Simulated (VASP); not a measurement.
TiTe2, 3 atoms in the cell. Symmetry: Fm-3m, No. 225, cubic system. The conventional cell has a = 6.881 Å, b = 6.881 Å, c = 6.881 Å, α = 90.00°, β = 90.00°, γ = 90.00°. Within 3.9 Å of Ti (site symmetry m-3m) lie 8 Te at 2.98 Å. Te (site symmetry -43m) has 4 Ti at 2.98 Å and 6 Te at 3.44 Å within 3.9 Å. 

| Property | Result |
| --- | --- |
| Program | VASP 6.6.1 |
| Task | single point |
| Functional | r2SCAN |
| Potentials or basis | VASP PAW PBE potentials, release 64 (Ti_sv, Te) |
| Cutoff | 520 eV |
| k mesh | 10 × 10 × 10 |
| Occupations | gaussian, width 0.1 eV |
| Spin | no spin polarisation |
| Dipole correction | no |
| Further INCAR settings | ALGO = Normal; EDIFF = 1e-06; NBANDS = 19 |

Potentials or basis: VASP PAW PBE potentials, release 64 (Ti_sv, Te).

The run is started by

```console
$ cat potpaw_PBE.64/Ti_sv/POTCAR potpaw_PBE.64/Te/POTCAR > POTCAR
$ cp INCAR.step1 INCAR
$ mpirun -np 1 vasp_std > vasp.out
$ cp INCAR.step2 INCAR
$ mpirun -np 1 vasp_std > vasp.out
```

Hardware: 1 thread of Intel(R) Xeon(R) Platinum 8375C CPU @ 2.90GHz (Ice Lake), on a shared host.

**Question.** Estimate the wall time of this run.

**Answer.** Wall time 3.6 min on 1 thread of Intel(R) Xeon(R) Platinum 8375C CPU @ 2.90GHz (Ice Lake), on a shared host, peak memory 0.26 GiB. Counts: k points 47.
